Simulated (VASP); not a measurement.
A run of VASP 6.6.1 is set up as follows.

Contents of INCAR:

```
ALGO     = Normal         # electronic algorithm
EDIFF    = 1E-6           # SCF threshold, eV
ENCUT    = 500            # plane-wave cutoff, eV
GGA      = PE             # functional
GGA_COMPAT= F            
ISIF     = 2              # what is computed and relaxed
ISMEAR   = 0              # smearing method
LASPH    = T              # aspherical terms in the spheres
LCHARG   = T              # write CHGCAR
LELF     = T              # ELF
LREAL    = F              # projectors in reciprocal space
LVHAR    = T            
LWAVE    = F              # write WAVECAR
NBANDS   = 24             # bands
NELM     = 120            # most SCF steps
PREC     = Accurate       # precision mode
SIGMA    = 0.2            # smearing width, eV
```

The input KPOINTS:

```
k-points
0
Gamma
  4 4 3
```

POSCAR

```
Al3B2W
1.0
    4.4962340628     -0.0000000031      0.0000000000
   -2.2481170287      3.8938529212      0.0000000000
    0.0000000000      0.0000000000      5.0919372070
Al B W
3 2 1
Direct
    0.3333333333      0.6666666667      0.5000000000
    0.6666666667      0.3333333333      0.5000000000
    0.0000000000      0.0000000000      0.0000000000
    0.3333333333      0.6666666667      0.0000000000
    0.6666666667      0.3333333333      0.0000000000
    0.0000000000      0.0000000000      0.5000000000
```

Potentials or basis: VASP PAW PBE potentials, release 64 (Al, B, W_sv).

Launch:

```console
$ cat potpaw_PBE.64/Al/POTCAR potpaw_PBE.64/B/POTCAR potpaw_PBE.64/W_sv/POTCAR > POTCAR
$ mpirun -np 1 vasp_std > vasp.out
```

Predict the pressure.

0.1 GPa.

Stress tensor (GPa, compression positive):
```
 0.22  0.00  0.00
 0.00  0.22  0.00
 0.00  0.00 -0.16
```

Caveat: the k points lie up to 0.41 Å⁻¹ apart.
